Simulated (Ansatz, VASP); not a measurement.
WSe2 in VASP and in Ansatz

```
W Se
1.0
     3.27025    0.00000    0.00000
    -1.63513    2.83212    0.00000
     0.00000    0.00000   16.99444
W Se
1 2
Cartesian
  0.0000 0.0000 0.0000
  0.0000 1.8881 1.7062
  0.0000 1.8881 15.2882
```

Change from the starting cell: strain along c alone, the other axes held, atoms relaxed: +2.0 %.

Alike in both runs: task relaxation of the atoms; functional PBEsol; k mesh 12 × 12 × 2; occupations gaussian, width 0.02 eV; no spin polarisation.

```csv
,VASP,Ansatz
version,VASP 6.6.1,Ansatz 0.2.0
potentials or method,"VASP PAW PBE potentials, release 64 (W_sv, Se), cutoff 520 eV","scalar-relativistic, plane waves, PAW"
valence electrons in the cell,26,46
```

```tsv
	VASP	Ansatz	Ansatz less VASP
gap on the k mesh at the Fermi level, each at its own relaxed structure (eV)	1.68	1.69	+0.011
```

VASP's potentials were made for PBE, not for PBEsol. VASP's potentials hold 26 valence electrons a cell and Ansatz's 46, so a difference there can come from the potentials and not from the codes. Ansatz's warnings: stress scf threshold loose.

Spin-orbit coupling is off throughout.
